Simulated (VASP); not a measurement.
KMgF3: single point with PBEsol

KMgF3:

```xyz
5
Lattice="3.9859 0.0000 0.0000 0.0000 3.9859 0.0000 0.0000 0.0000 3.9859" Properties=species:S:1:pos:R:3 pbc="T T T"
K     1.9929    1.9929    1.9929
Mg    0.0000    0.0000    0.0000
F     1.9929   -0.3094   -0.3094
F     0.0000    1.6836   -0.3094
F     0.0000   -0.3094    1.6836
```

This cell differs from its parent crystal: all F atoms moved +0.438 Å, as atom 3 towards its neighbour atom 1 (K) at 2.818 Å.

* Program: VASP 6.6.1
* Task: single point
* Functional: PBEsol
* Potentials or basis: VASP PAW PBE potentials, release 64 (K_sv, Mg, F)
* Cutoff: 520 eV
* k mesh: 6 × 6 × 6
* Occupations: gaussian, width 0.05 eV
* Spin: no spin polarisation

```
Pressure               : 9.5 GPa
Largest force          : 4.541 eV/Å
Band gap on the k mesh : 7.03 eV (least direct gap 7.35 eV)
```

Forces on the atoms (eV/Å):
```
K    0.000 -0.567 -0.567
Mg   0.000 -3.211 -3.211
F    0.000  0.677  0.677
F    0.000  3.221 -0.120
F    0.000 -0.120  3.221
```

Stress tensor (GPa, compression positive):
```
-0.13  0.00  0.00
 0.00 14.34 -3.14
 0.00 -3.14 14.34
```

Levels at points of the mesh, in eV from the valence-band top:
| k point | band 14 | band 15 | band 16 | band 17 | band 18 | band 19 |
| --- | --- | --- | --- | --- | --- | --- |
| (0.00, 0.00, 0.00) | -0.38 | -0.36 | -0.32 | 7.03 | 10.24 | 10.28 |
| (0.50, 0.00, 0.00) | -0.77 | -0.70 | -0.57 | 9.70 | 10.04 | 11.12 |
| (0.00, 0.50, 0.00) | -0.83 | -0.58 | -0.46 | 9.72 | 10.17 | 11.26 |
| (0.50, 0.50, 0.00) | -0.86 | -0.74 | -0.05 | 10.58 | 11.34 | 11.86 |
| (0.00, 0.50, 0.50) | -0.78 | -0.76 | -0.13 | 10.18 | 11.87 | 12.00 |
| (0.50, 0.50, 0.50) | -0.15 | -0.09 | 0.00 | 10.39 | 10.42 | 10.62 |

Run time: 49 s on 1 thread of Intel(R) Xeon(R) Platinum 8488C (Sapphire Rapids) (shared host), peak memory 0.21 GiB.

Caveat: the cell differs from its parent crystal (all F atoms moved +0.438 Å, as atom 3 towards its neighbour atom 1 (K) at 2.818 Å); the cell stands under pressure; the PAW data sets were made with another functional, which shifts forces and pressure a little. A k mesh can miss the band edges.
